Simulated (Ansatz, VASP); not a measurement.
**Au3C: VASP beside Ansatz**

```
Au C
1.0
     2.94020    0.00000    0.00000
    -1.47010    2.54629    0.00000
     0.00000    0.00000   21.89749
Au C
3 1
Cartesian
  1.4701 0.8488 4.0000
  0.0000 1.6975 6.4492
  0.0000 0.0000 8.8975
  2.4502 -1.4146 10.8075
```

Alike in both runs: task single point; functional PBE; k mesh 9 × 9 × 1; occupations gaussian, width 0.1 eV; no spin polarisation.

|  | VASP | Ansatz |
| --- | --- | --- |
| version | VASP 6.6.1 | Ansatz 0.2.0 |
| potentials or method | VASP PAW PBE potentials, release 64 (Au, C), cutoff 520 eV | scalar-relativistic, plane waves, PAW |
| valence electrons in the cell | 37 | 61 |

```csv
,VASP,Ansatz,Ansatz less VASP
gap on the k mesh at the Fermi level (eV),none,none,-
rms of the force components (eV/Å),0.628,0.631,+0.0038
```

Atom by atom the forces differ by 0.004 eV/Å (rms over components). A gap of «none» marks a metal or a gap that the smearing closes. The functional is the same, so the differences come from potentials, cutoffs and numerics. VASP's potentials hold 37 valence electrons a cell and Ansatz's 61, so a difference there can come from the potentials and not from the codes.

Spin-orbit coupling is off throughout.
